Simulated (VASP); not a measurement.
Input of a VASP 6.6.1 run:

INCAR

```
SYSTEM = ScRu3
PREC = Accurate ; ENCUT = 520
EDIFF = 1E-7 ; ISMEAR = 0
SIGMA = 0.1 ; LREAL = .False.
LASPH = .True. ; NELM = 60
ALGO = Fast ; ISIF = 2
LWAVE = .False. ; LCHARG = .False.
GGA = PE ; NBANDS = 34
```

Contents of KPOINTS:

```
regular mesh
0
Gamma
  4 4 4
  0 0 0
```

Contents of POSCAR:

```
ScRu3
1.0
    2.8368343500     -2.9330050100      0.0000000000
    2.8368343500      2.9330050100      0.0000000000
    0.0000000000      0.0000000000      4.1394699900
Sc Ru
1 3
Direct
    0.0000000000      0.0000000000      0.0000000000
    0.2729306000      0.7270694000      0.5000000000
    0.7270694000      0.2729306000      0.5000000000
    0.0000000000      0.0000000000      0.5000000000
```

Potentials or basis: VASP PAW PBE potentials, release 64 (Sc_sv, Ru_pv).

Command:

```sh
$ cat potpaw_PBE.64/Sc_sv/POTCAR potpaw_PBE.64/Ru_pv/POTCAR > POTCAR
$ mpirun -np 1 vasp_std > vasp.out
```

Q: Estimate the largest force.

A: 52.539 eV/Å.

Q: Estimate the pressure.

A: 161.7 GPa.

Forces on the atoms (eV/Å):
```
Sc    0.000   0.000   0.000
Ru    0.000 -52.539   0.000
Ru    0.000  52.539   0.000
Ru    0.000   0.000   0.000
```

Caveat: the k points lie up to 0.39 Å⁻¹ apart, too coarse for converged energies and pressures of a metal; atoms lie so close that the PAW spheres overlap strongly, which falsifies energies and pressures; forces of over 1 eV/Å act on the atoms, so gaps and moduli don't describe the material at rest.
